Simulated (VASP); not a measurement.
# SnO (P4/nmm) in VASP: a series of runs

Aim: see how the results for SnO move with the level of theory and the settings. Levels: revPBE, b88 exchange, pbe correlation. Tasks: single point, relaxation of cell and atoms.

All numbers are computed with VASP 6.6.1; they aren't measurements. Logs are shortened: lines on timing, memory, paths and dates and some standing lists are left out, and cuts for length are marked.

## (1) The cell of the first run

Symmetry: P4/nmm, No. 129, tetragonal system. The conventional cell has a = 3.814 Å, b = 3.814 Å, c = 4.887 Å, α = 90.00°, β = 90.00°, γ = 90.00°. Sn (site symmetry 4mm) has 4 O at 2.23 Å within 2.9 Å. O (site symmetry -4m2) has 4 Sn at 2.23 Å and 4 O at 2.70 Å within 2.9 Å.

## (2) Single point, revPBE

Contents of INCAR:

```
SYSTEM = SnO
GGA = RE
ISMEAR = 0
SIGMA = 0.03
LWAVE = .False.
LCHARG = .False.
ISIF = 2
PREC = Accurate
LASPH = .True.
LREAL = .False.
ALGO = Normal
EDIFF = 1E-6
NELM = 120
GGA_COMPAT = .False.
ENCUT = 520
EFERMI = MIDGAP
```

Contents of KPOINTS:

```
k-points
0
Gamma
  6 6 5
```

Contents of POSCAR:

```
SnO
1.0
    3.8136952200      0.0000000000      0.0000000000
    0.0000000000      3.8136952200      0.0000000000
    0.0000000000      0.0000000000      4.8869133000
Sn O
2 2
Direct
    0.5000000000      0.0000000000      0.7646261400
    0.0000000000      0.5000000000      0.2353738600
    0.0000000000      0.0000000000      0.0000000000
    0.5000000000      0.5000000000      0.0000000000
```

Potentials or basis: VASP PAW PBE potentials, release 64 (Sn_d, O).

Launch:

```
cat potpaw_PBE.64/Sn_d/POTCAR potpaw_PBE.64/O/POTCAR > POTCAR
mpirun -np 1 vasp_std > vasp.out
```

OUTCAR:

```text
SYSTEM = SnO
   GGA = RE
   ISMEAR = 0
   ISIF = 2
   PREC = Accurate
   LASPH = .True.
   LREAL = .False.
   EDIFF = 1E-6
   NELM = 120
   ENCUT = 520
   EFERMI = MIDGAP

 Found     30 irreducible k-points:

 Following reciprocal coordinates:
            Coordinates               Weight
  0.000000  0.000000  0.000000      1.000000
  0.166667  0.000000  0.000000      4.000000
  0.333333  0.000000  0.000000      4.000000
  0.500000  0.000000  0.000000      2.000000
  0.166667  0.166667  0.000000      4.000000
  0.333333  0.166667  0.000000      8.000000
   k-points           NKPTS =     30   k-points in BZ     NKDIM =     30   number of bands    NBANDS=     24
   number of dos      NEDOS =    301   number of ions     NIONS =      4
   total plane-waves  NPLWV =  28224
   dimension x,y,z NGX =    28 NGY =   28 NGZ =   36
   dimension x,y,z NGXF=    56 NGYF=   56 NGZF=   72
   ions per type =               2   2
   NGX,Y,Z   is equivalent  to a cutoff of  12.21, 12.21, 12.25 a.u.
   NGXF,Y,Z  is equivalent  to a cutoff of  24.41, 24.41, 24.49 a.u.
 SYSTEM =  SnO
   PREC   = accura    normal or accurate (medium, high low for compatibility)
   ISTART =      0    job   : 0-new  1-cont  2-samecut
   ICHARG =      2    charge: 1-file 2-atom 10-const
   ISPIN  =      1    spin polarized calculation?
   LNONCOLLINEAR =      F non collinear calculations
   LSORBIT =      F    spin-orbit coupling
   LASPH  =      T    aspherical Exc in radial PAW
   ENCUT  =  520.0 eV  38.22 Ry    6.18 a.u.   7.09  7.09  9.09*2*pi/ulx,y,z
   NELM   =    120;   NELMIN=  2; NELMDL= -5     # of ELM steps
   EDIFF  = 0.1E-05   stopping-criterion for ELM
   LREAL  =      F    real-space projection
   EDIFFG = 0.1E-04   stopping-criterion for IOM
   NSW    =      0    number of steps for IOM
   IBRION =     -1    ionic relax: 0-MD 1-quasi-New 2-CG
   NFREE  =      0    steps in history (QN), initial steepest desc. (CG)
   ISIF   =      2    stress and relaxation
   ISYM   =      2    0-nonsym 1-usesym 2-fastsym
   POTIM  = 0.5000    time-step for ionic-motion
   TEBEG  =    0.0;   TEEND  =   0.0 temperature during run

   SCALEE = 1.0000    scale energy and forces
   PSTRESS=    0.0 pullay stress
   NELECT =      40.0000    total number of electrons
   NUPDOWN=      -1.0000    fix difference up-down
   EMIN   =  10.00;   EMAX   =-10.00  energy-range for DOS
   EFERMI =   0.00;   METHOD = MIDGAP
   ISMEAR =     0;   SIGMA  =   0.03  broadening in eV -4-tet -1-fermi 0-gaus
   EFERMI_NEDOS =   21; number of points for ismear=-14 and -15
   IALGO  =     38    algorithm
   IMIX   =      4    mixing-type and parameters
     AMIX     =   0.40;   BMIX     =  1.00
     AMIX_MAG =   1.60;   BMIX_MAG =  1.00
  volume/ion in A,a.u.               =      17.77       119.91
  Fermi-wavevector in a.u.,A,eV,Ry     =   1.351614  2.554180 24.855939  1.826860
  Thomas-Fermi vector in A             =   2.479021
   LORBIT       =      0    0 simple, 1 ext, 2 COOP (PROOUT), +10 PAW based schemes
   GGA     = RE    functional components
   LHFCALC =     F    Hartree Fock is set to
   AEXX    =    0.0000 exact exchange contribution
   IVDW    =     0    specifies the selected vdW correction
   LEPSILON=     F    determine dielectric tensor
   LRPA    =     F    only Hartree local field effects (RPA)

   CSHIFT  =0.1000    complex shift for real part using Kramers Kronig

   OMEGAMAX=  -1.0    maximum frequency
 non-spin polarized calculation
 Gauss-broadening in eV      SIGMA  =   0.03
  energy-cutoff  :      520.00
  volume of cell :       71.08
 maximum number of plane-waves:      1932
   NGX = 15   NGY = 15   NGZ = 19

 number of electron      39.9999978 magnetization

 Free energy of the ion-electron system (eV)
  ---------------------------------------------------
  ext. energy  EPLUGINS =         0.00000000
  ---------------------------------------------------
  free energy    TOTEN  =       -21.33656484 eV

  energy without entropy =      -21.33656436  energy(sigma->0) =      -21.33656460

 E-fermi :   7.2171     XC(G=0): -10.0416

 val. band max:        7.1436704763   @ k =   0.0000   0.0000   0.0000
 cond. band min:       7.2943933216   @ k =   0.5000   0.5000   0.0000
 fundamental gap:      0.1507228453
 Fermi energy:         7.2170976987

 k-point     1 :       0.0000    0.0000    0.0000
  band No.  band energies     occupation
      1     -14.9465      2.00000
      2     -14.5105      2.00000
      3     -14.5090      2.00000
      4     -14.5090      2.00000
      5     -14.4713      2.00000
      6     -14.4583      2.00000
[... 16 lines left out ...]
     23      11.8697      0.00000
     24      11.8697      0.00000

 k-point     2 :       0.1667    0.0000    0.0000
  band No.  band energies     occupation
      1     -14.9317      2.00000
      2     -14.5292      2.00000
      3     -14.5039      2.00000
      4     -14.5033      2.00000
      5     -14.4788      2.00000
      6     -14.4738      2.00000
[... 16 lines left out ...]
     23      12.0398      0.00000
     24      12.0428      0.00000

 k-point     3 :       0.3333    0.0000    0.0000
  band No.  band energies     occupation
      1     -14.8900      2.00000
      2     -14.6861      2.00000
      3     -14.4908      2.00000
      4     -14.4891      2.00000
      5     -14.4785      2.00000
      6     -14.4711      2.00000
[... 16 lines left out ...]
     23      12.0962      0.00000
     24      12.5143      0.00000

 k-point     4 :       0.5000    0.0000    0.0000
  band No.  band energies     occupation
      1     -14.8139      2.00000
      2     -14.8139      2.00000
      3     -14.4824      2.00000
      4     -14.4824      2.00000
      5     -14.4734      2.00000
      6     -14.4734      2.00000
[... 16 lines left out ...]
     23      13.0983      0.00000
     24      13.1002      0.00000

 k-point     5 :       0.1667    0.1667    0.0000
  band No.  band energies     occupation
      1     -14.9206      2.00000
      2     -14.5863      2.00000
      3     -14.5117      2.00000
      4     -14.4955      2.00000
      5     -14.4847      2.00000
      6     -14.4717      2.00000
[... 16 lines left out ...]
     23      11.0817      0.00000
     24      11.5829      0.00000

 k-point     6 :       0.3333    0.1667    0.0000
  band No.  band energies     occupation
      1     -14.8901      2.00000
      2     -14.7233      2.00000
      3     -14.5007      2.00000
      4     -14.4822      2.00000
      5     -14.4741      2.00000
      6     -14.4731      2.00000
[... 16 lines left out ...]
     23      11.6061      0.00000
     24      11.9417      0.00000

 [... further k-points ...]

------------------------ aborting loop because EDIFF is reached ----------------------------------------

  FORCE on cell =-STRESS in cart. coord.  units (eV):
  Direction    XX          YY          ZZ          XY          YZ          ZX
  --------------------------------------------------------------------------------------
  -------------------------------------------------------------------------------------
  Total        2.7274892      2.7274892      2.1731337      0.0000000      0.0000000      0.0000000
  in kB       61.4818634     61.4818634     48.9858252      0.0000000      0.0000000      0.0000000
  external PRESSURE =      57.3165173 kB  Pullay stress =       0.0000000 kB

 VOLUME and BASIS-vectors are now :
 -----------------------------------------------------------------------------
  energy-cutoff  :      520.00
  volume of cell :       71.08
      direct lattice vectors                 reciprocal lattice vectors
     3.813695220  0.000000000  0.000000000     0.262212878  0.000000000  0.000000000
     0.000000000  3.813695220  0.000000000     0.000000000  0.262212878  0.000000000
     0.000000000  0.000000000  4.886913300     0.000000000  0.000000000  0.204628144

 POSITION                                       TOTAL-FORCE (eV/Angst)
 -----------------------------------------------------------------------------------
      1.90685      0.00000      3.73666         0.000000     -0.000000     -0.588500
      0.00000      1.90685      1.15025        -0.000000     -0.000000      0.588500
      0.00000      0.00000      0.00000        -0.000000      0.000000      0.000000
      1.90685      1.90685      0.00000        -0.000000     -0.000000      0.000000
 -----------------------------------------------------------------------------------
    total drift:                                0.000000      0.000000      0.000000

  FREE ENERGIE OF THE ION-ELECTRON SYSTEM (eV)
  ---------------------------------------------------
  free  energy   TOTEN  =       -21.3365648435 eV

  energy  without entropy=      -21.3365643620  energy(sigma->0) =      -21.33656460
```

Run time: 36 s. Hardware: 1 thread of Intel Xeon Platinum 8259CL at 2.50GHz (Skylake/Cascade Lake), shared host; peak memory 0.19 GiB.

What came out:

* Free energy: -21.3366 eV
* Pressure: 5.7 GPa
* Largest force: 0.589 eV/Å
* Band gap on the k mesh: 0.15 eV (least direct gap 2.05 eV)

Forces on the atoms (eV/Å):
```
Sn   0.000  0.000 -0.589
Sn   0.000  0.000  0.589
O    0.000  0.000  0.000
O    0.000  0.000  0.000
```

Caveat: the cell stands under pressure; the PAW data sets were made with another functional, which shifts forces and pressure a little; spin-orbit coupling is left out, which moves the levels of the heavy elements; an odd mesh through Γ misses points on the zone boundary, where band edges can lie.

## (3) Single point, b88 exchange, pbe correlation

This run uses another cell than the first one, of 18.85 Å³/atom.

Contents of INCAR:

```
SYSTEM = SnO
PREC = Accurate ; ENCUT = 600
EDIFF = 1E-6 ; ISMEAR = -1
SIGMA = 0.05 ; LREAL = .False.
LASPH = .True. ; NELM = 120
ALGO = Normal ; ISIF = 2
LWAVE = .False. ; LCHARG = .False.
GGA = LIBXC ; LIBXC1 = GGA_X_B88
LIBXC2 = GGA_C_PBE ; NBANDS = 28
GGA_COMPAT = .False.
```

Contents of KPOINTS:

```
regular mesh
0
Gamma
  7 7 6
  0 0 0
```

Contents of POSCAR:

```
SnO
1.0
    3.8641572477      0.0000000000      0.0000000000
    0.0000000000      3.8641572477      0.0000000000
    0.0000000000      0.0000000000      5.0505009049
Sn O
2 2
Direct
    0.5000000000      0.0000000000      0.7707343667
    0.0000000000      0.5000000000      0.2292656333
    0.0000000000      0.0000000000      0.0000000000
    0.5000000000      0.5000000000      0.0000000000
```

Potentials or basis: VASP PAW PBE potentials, release 64 (Sn_d, O).

Launch:

```
cat potpaw_PBE.64/Sn_d/POTCAR potpaw_PBE.64/O/POTCAR > POTCAR
mpirun -np 1 vasp_std > vasp.out
```

Wall time 33 s (1 thread of Intel Xeon 6975P-C (Granite Rapids), shared host); peak memory 0.24 GiB.

The run converged. Its results:

- Free energy: -22.1937 eV
- Pressure: 0.1 GPa
- Largest force: 0.074 eV/Å
- Band gap on the k mesh: 0.71 eV (least direct gap 1.93 eV)

Forces in eV/Å, atoms in the order of the input:
```
Sn   0.000  0.000 -0.074
Sn   0.000  0.000  0.074
O    0.000  0.000  0.000
O    0.000  0.000  0.000
```

Levels at points of the mesh, in eV from the valence-band top:
| k point | band 17 | band 18 | band 19 | band 20 | band 21 | band 22 | band 23 | band 24 |
| --- | --- | --- | --- | --- | --- | --- | --- | --- |
| (0.00, 0.00, 0.00) | -3.17 | -2.90 | -2.90 | 0.00 | 1.93 | 4.10 | 4.92 | 4.92 |
| (0.00, 0.00, 0.50) | -3.22 | -2.91 | -2.91 | -1.94 | 1.73 | 3.30 | 3.30 | 3.76 |

Caveat: the PAW data sets were made with another functional, which shifts forces and pressure a little; spin-orbit coupling is left out, which moves the levels of the heavy elements; an odd mesh through Γ misses points on the zone boundary, where band edges can lie.

## (4) Relaxation of cell and atoms, b88 exchange, pbe correlation

Contents of INCAR:

```
SYSTEM = SnO
PREC = Accurate
ENCUT = 600
EDIFF = 1E-7
ISMEAR = -1
SIGMA = 0.05
LREAL = .False.
LASPH = .True.
NELM = 120
ALGO = Normal
ISIF = 3
LWAVE = .False.
LCHARG = .False.
GGA = LIBXC
LIBXC1 = GGA_X_B88
LIBXC2 = GGA_C_PBE
IBRION = 2
NSW = 60
EDIFFG = -0.01
GGA_COMPAT = .False.
NELMIN = 4
```

Contents of KPOINTS:

```
Automatic mesh
0
Gamma
  7 7 6
  0 0 0
```

Contents of POSCAR:

```
SnO
1.0
    3.8136952200      0.0000000000      0.0000000000
    0.0000000000      3.8136952200      0.0000000000
    0.0000000000      0.0000000000      4.8869133000
Sn O
2 2
Direct
    0.5000000000      0.0000000000      0.7646261400
    0.0000000000      0.5000000000      0.2353738600
    0.0000000000      0.0000000000      0.0000000000
    0.5000000000      0.5000000000      0.0000000000
```

Potentials or basis: VASP PAW PBE potentials, release 64 (Sn_d, O).

Launch:

```
cat potpaw_PBE.64/Sn_d/POTCAR potpaw_PBE.64/O/POTCAR > POTCAR
mpirun -np 1 vasp_std > vasp.out
```

OUTCAR:

```text
SYSTEM = SnO
   PREC = Accurate
   ENCUT = 600
   EDIFF = 1E-7
   ISMEAR = -1
   LREAL = .False.
   LASPH = .True.
   NELM = 120
   ISIF = 3
   GGA = LIBXC
   IBRION = 2
   NSW = 60
   EDIFFG = -0.01
   NELMIN = 4

 ion  position               nearest neighbor table
   1  0.500  0.000  0.765-   3 2.23   4 2.23   4 2.23   3 2.23   2 3.54   2 3.54   2 3.54   2 3.54
                             2 3.74   2 3.74   2 3.74   2 3.74
   2  0.000  0.500  0.235-   3 2.23   4 2.23   3 2.23   4 2.23   1 3.54   1 3.54   1 3.54   1 3.54
                             1 3.74   1 3.74   1 3.74   1 3.74
   3  0.000  0.000  0.000-   1 2.23   2 2.23   2 2.23   1 2.23
   4  0.500  0.500  0.000-   1 2.23   2 2.23   1 2.23   2 2.23

  LATTYP: Found a simple tetragonal cell.
 ALAT       =     3.8136952200
 C/A-ratio  =     1.2814116016

  Lattice vectors:

 A1 = (   3.8136952200,   0.0000000000,   0.0000000000)
 A2 = (   0.0000000000,   3.8136952200,   0.0000000000)
 A3 = (   0.0000000000,   0.0000000000,   4.8869133000)

Analysis of symmetry for initial positions (statically):
=====================================================================
 Subroutine PRICEL returns:
 Original cell was already a primitive cell.

 Routine SETGRP: Setting up the symmetry group for a
 simple tetragonal supercell.

 Subroutine GETGRP returns: Found 16 space group operations
 (whereof  8 operations were pure point group operations)
 out of a pool of 16 trial point group operations.

The static configuration has the point symmetry D_2d.
 The point group associated with its full space group is D_4h.
[... 273 lines left out ...]
  ---------------------------------------------------
  free  energy   TOTEN  =       -22.1849350778 eV

  energy  without entropy=      -22.1847682292  energy(sigma->0) =      -22.18485165

 E-fermi :   6.6311     XC(G=0): -10.0115

 val. band max:        6.3385093548   @ k =   0.0000   0.0000   0.0000
 cond. band min:       6.9210551362   @ k =   0.4286   0.4286   0.0000
 fundamental gap:      0.5825457814
 Fermi energy:         6.6311216510

 k-point     1 :       0.0000    0.0000    0.0000
  band No.  band energies     occupation
      1     -15.4266      2.00000
      2     -15.0612      2.00000
      3     -15.0612      2.00000
      4     -15.0598      2.00000
      5     -15.0289      2.00000
      6     -15.0171      2.00000
[... 637 lines left out ...]
     23      11.3751      0.00000
     24      12.2528      0.00000

 [... further k-points ...]

[... ionic steps 4 to 8 ...]

--------------------------------------- Ionic step        9  -------------------------------------------

 number of electron      39.9999992 magnetization

------------------------ aborting loop because EDIFF is reached ----------------------------------------
[... 71 lines left out ...]
--------------------------------------- Ionic step       11  -------------------------------------------

 number of electron      39.9999990 magnetization

 Free energy of the ion-electron system (eV)
  ---------------------------------------------------
  ext. energy  EPLUGINS =         0.00000000
  ---------------------------------------------------
  free energy    TOTEN  =       -22.18936301 eV

  energy without entropy =      -22.18933312  energy(sigma->0) =      -22.18934806

 E-fermi :   6.5251     XC(G=0):  -9.9241

 val. band max:        6.1994102565   @ k =   0.0000   0.0000   0.0000
 cond. band min:       6.8547413522   @ k =   0.4286   0.4286   0.0000
 fundamental gap:      0.6553310956
 Fermi energy:         6.5250839575

 k-point     1 :       0.0000    0.0000    0.0000
  band No.  band energies     occupation
      1     -15.5651      2.00000
      2     -15.2019      2.00000
      3     -15.1976      2.00000
      4     -15.1976      2.00000
      5     -15.1675      2.00000
      6     -15.1532      2.00000
[... 670 lines left out ...]
  FREE ENERGIE OF THE ION-ELECTRON SYSTEM (eV)
  ---------------------------------------------------
  free  energy   TOTEN  =       -22.1893630122 eV

  energy  without entropy=      -22.1893331162  energy(sigma->0) =      -22.18934806

 reached required accuracy - stopping structural energy minimisation
```

Wall time 4.4 min (1 thread of Intel Xeon 6975P-C (Granite Rapids), shared host); peak memory 0.23 GiB.

What came out:

```
Free energy                           : -22.1894 eV
Relaxed volume                        : 18.75 Å³/atom
Relaxed cell                          : a = 3.864 Å, b = 3.864 Å, c = 5.024 Å, α = 90.00°, β = 90.00°, γ = 90.00°
Space group after relaxing (to 0.1 Å) : P4/nmm (No. 129)
Energy gained by relaxing             : 7.5 meV/atom
Ionic steps                           : 11
Pressure after relaxing               : 0.0 GPa
Band gap on the k mesh                : 0.66 eV (least direct gap 1.95 eV)
```

Forces on the atoms (eV/Å):
```
Sn   0.000  0.000 -0.003
Sn   0.000  0.000  0.003
O    0.000  0.000  0.000
O    0.000  0.000  0.000
```

Step by step:
```
step  energy change (eV)  largest force (eV/Å)  pressure (GPa)  volume (Å³)
   1              0.0000                0.4183            3.46        71.08
   2             -0.0029                0.6338           -2.54        75.10
   3             -0.0257                0.1436            0.20        73.10
   4             -0.0274                0.0858            0.12        73.41
   5             -0.0281                0.0171            0.04        73.79
   6             -0.0286                0.0091            0.06        73.93
   7             -0.0296                0.0138            0.12        74.33
   8             -0.0297                0.0587            0.27        75.12
   9             -0.0300                0.0413            0.20        74.80
  10             -0.0296                0.0758           -0.38        75.38
  11             -0.0301                0.0026            0.00        74.99
```

Final structure:
```
CELL_PARAMETERS angstrom
3.86364 0.00000 0.00000
0.00000 3.86364 0.00000
0.00000 0.00000 5.02379
ATOMIC_POSITIONS crystal
Sn 0.50000 0.00000 0.76882
Sn 0.00000 0.50000 0.23118
O 0.00000 0.00000 0.00000
O 0.50000 0.50000 0.00000
```

Levels at points of the mesh, in eV from the valence-band top:
```csv
k point,band 18,band 19,band 20,band 21,band 22,band 23
"(0.00, 0.00, 0.00)",-2.89,-2.89,0.00,1.95,4.17,4.86
"(0.00, 0.00, 0.50)",-2.90,-2.90,-1.96,1.74,3.24,3.24
```

Caveat: the PAW data sets were made with another functional, which shifts forces and pressure a little; spin-orbit coupling is left out, which moves the levels of the heavy elements; an odd mesh through Γ misses points on the zone boundary, where band edges can lie.

## (5) The runs side by side

```csv
task,level,cell,k mesh,cutoff (eV),smearing,tolerance level,purpose,start,dipole correction,gap on the mesh (eV),pressure (GPa),largest force (eV/Å)
single point,revPBE,"a = 3.814, b = 3.814, c = 4.887 Å, 4 atoms, atomic positions A",6 × 6 × 5,520,gaussian 0.03 eV,tight,restart,from scratch,-,0.15,5.7,0.59
single point,"b88 exchange, pbe correlation","a = 3.864, b = 3.864, c = 5.051 Å, 4 atoms, atomic positions B",7 × 7 × 6,600,fermi-dirac 0.05 eV,-,-,-,no,0.71,0.1,0.07
relaxation of cell and atoms,"b88 exchange, pbe correlation","relaxed from a = 3.814, b = 3.814, c = 4.887 Å, 4 atoms, atomic positions A",7 × 7 × 6,600,fermi-dirac 0.05 eV,-,-,-,no,0.66,0.0,-
```

Alike in all rows: potentials or basis VASP PAW PBE potentials, release 64 (Sn_d, O); no spin polarisation.

Caveats: the PAW data sets were made with another functional, which shifts forces and pressure a little; spin-orbit coupling is left out, which moves the levels of the heavy elements; an odd mesh through Γ misses points on the zone boundary, where band edges can lie; the cell stands under pressure (at least some runs).

Total energies depend on the potentials used, so only differences within one code and one set of settings carry meaning.
